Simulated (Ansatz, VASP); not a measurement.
LiCl: VASP beside Ansatz

INCAR

```
SYSTEM = LiCl
PREC     = Accurate       ! precision mode
ENCUT    = 520            ! plane-wave cutoff, eV
EDIFF    = 1E-7           ! SCF threshold, eV
ISMEAR   = -1             ! smearing method
SIGMA    = 0.02           ! smearing width, eV
LREAL    = .False.        ! projectors in reciprocal space
LASPH    = .True.         ! aspherical terms in the spheres
NELM     = 100            ! most SCF steps
ALGO     = Normal         ! electronic algorithm
ISIF     = 2              ! what is computed and relaxed
LWAVE    = .False.        ! write WAVECAR
LCHARG   = .True.         ! write CHGCAR
GGA      = PE             ! functional
LELF     = .True.         ! ELF
LVHAR    = .True.       
NBANDS   = 12             ! bands
```

The input KPOINTS:

```
Automatic mesh
0
Gamma
  8 8 8
  0 0 0
```

POSCAR

```
LiCl
1.0
    0.0000000000      2.5205080802      2.5205080802
    2.5205080802      0.0000000000      2.5205080802
    2.5205080802      2.5205080802      0.0000000000
Li Cl
1 1
Direct
    0.0000000000      0.0000000000      0.0000000000
    0.5000000000      0.5000000000      0.5000000000
```

Input for Ansatz:

```yaml
crystal:
  lattice:
    - [0.0, 2.5205080802, 2.5205080802]
    - [2.5205080802, 0.0, 2.5205080802]
    - [2.5205080802, 2.5205080802, 0.0]
  atoms:
    - { symbol: Li, position: [0.0, 0.0, 0.0] }
    - { symbol: Cl, position: [0.5, 0.5, 0.5] }
kpoints:
  mp_grid: { grid: [8, 8, 8] }
  band_path:
    path:
      - [0.0, 0.0, 0.0]
      - [0.5, 0.0, 0.5]
      - [0.625, 0.25, 0.625]
      - [0.375, 0.375, 0.75]
      - [0.5, 0.5, 0.5]
      - [0.5, 0.25, 0.75]
      - [-0.078125, 0.0, 0.078125]
    npoints: 1
hamiltonian:
  xc: pbe
scf:
  occupations: { method: fermi_dirac, width: 0.02 }
  n_extra_bands: 4
output:
  forces: true
  stress: true
  eigenvalues: true
```

Change from the starting cell: hydrostatic strain -1.4%.

Alike in both runs: task single point; functional PBE; k mesh 8 × 8 × 8; occupations fermi-dirac, width 0.02 eV; no spin polarisation.

```csv
,VASP,Ansatz
version,VASP 6.6.1,Ansatz 0.2.0
potentials or method,"VASP PAW PBE potentials, release 64 (Li_sv, Cl)","plane waves, PAW"
plane-wave cutoff (eV),520,420
valence electrons in the cell,10,10
```

|  | VASP | Ansatz | Ansatz less VASP |
| --- | --- | --- | --- |
| gap on the k mesh at the Fermi level (eV) | 6.65 | 6.64 | -0.013 |

Noted on VASP's run: the cutoff is short for stress, so the pressure is rough.
